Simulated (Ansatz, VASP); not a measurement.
AlN in VASP and in Ansatz

```
CELL_PARAMETERS angstrom
0.00000 1.97800 1.99778
1.97800 0.00000 1.99778
1.97800 1.97800 0.00000
ATOMIC_POSITIONS crystal
Al 0.00000 0.00000 0.00000
N 0.50000 0.50000 0.50000
```

Change from the starting cell: zz strain of +1 %.

Alike in both runs: task single point; functional LDA; k mesh 12 × 12 × 12; occupations fermi-dirac, width 0.01 eV; no spin polarisation.

```csv
,VASP,Ansatz
version,VASP 6.6.1,Ansatz 0.2.0
potentials or method,"VASP PAW LDA potentials, release 64 (Al, N), cutoff 520 eV","all-electron LAPW, scalar-relativistic"
```

VASP gave:

```
gap on the k mesh at the Fermi level (eV)                     : 4.93
pressure (GPa)                                                : 10.1
traceless stress, the component that is largest in VASP (GPa) : -2.48
```

Question: What did Ansatz give for the same quantities?

Answer: gap on the k mesh at the Fermi level (eV): 4.92; pressure (GPa): 9.3; traceless stress, the component that is largest in VASP (GPa): -2.43.

LDA's correlation is that of Perdew and Zunger in VASP and of Perdew and Wang (1992) in Ansatz. Ansatz ran all-electron here, and VASP with PAW potentials.
